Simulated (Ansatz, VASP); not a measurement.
Ta2SiO3: VASP beside Ansatz

```xyz
6
Lattice="2.4313 1.4037 4.8000 -2.4313 1.4037 4.8000 0.0000 -2.8074 4.8000" Properties=species:S:1:pos:R:3 pbc="T T T"
Ta    0.0000    0.0000   10.7448
Ta    0.0000    0.0000    3.6553
Si    0.0000    0.0000    0.0000
O    -1.2157    0.7019    2.4000
O     1.2157    0.7019    2.4000
O     0.0000   -1.4037    2.4000
```

Change from the starting cell: species swapped into the Hf2Al3Ni type (R-3m, No. 166).

Alike in both runs: functional PBE; k mesh 12 × 12 × 12; occupations gaussian, width 0.1 eV; no spin polarisation.

Ansatz relaxed the structure, and its values are those at the end. VASP's run is a single point on that final structure, the one shown.

|  | VASP | Ansatz |
| --- | --- | --- |
| version | VASP 6.6.1 | Ansatz 0.2.0 |
| potentials or method | VASP PAW PBE potentials, release 64 (Ta_pv, Si, O), cutoff 520 eV | scalar-relativistic, plane waves, PAW |
| valence electrons in the cell | 44 | 48 |

VASP gave:

```
gap on the k mesh at the Fermi level (eV) : none
pressure (GPa)                            : 0.7
rms of the force components (eV/Å)        : 0.082
```

Task: Estimate Ansatz's values.

Result: gap on the k mesh at the Fermi level (eV): none; pressure (GPa): 0.0; rms of the force components (eV/Å): 0.001.

A gap of «none» marks a metal or a gap that the smearing closes. VASP's potentials hold 44 valence electrons a cell and Ansatz's 48, so a difference there can come from the potentials and not from the codes.

Neither program's run includes spin-orbit coupling.
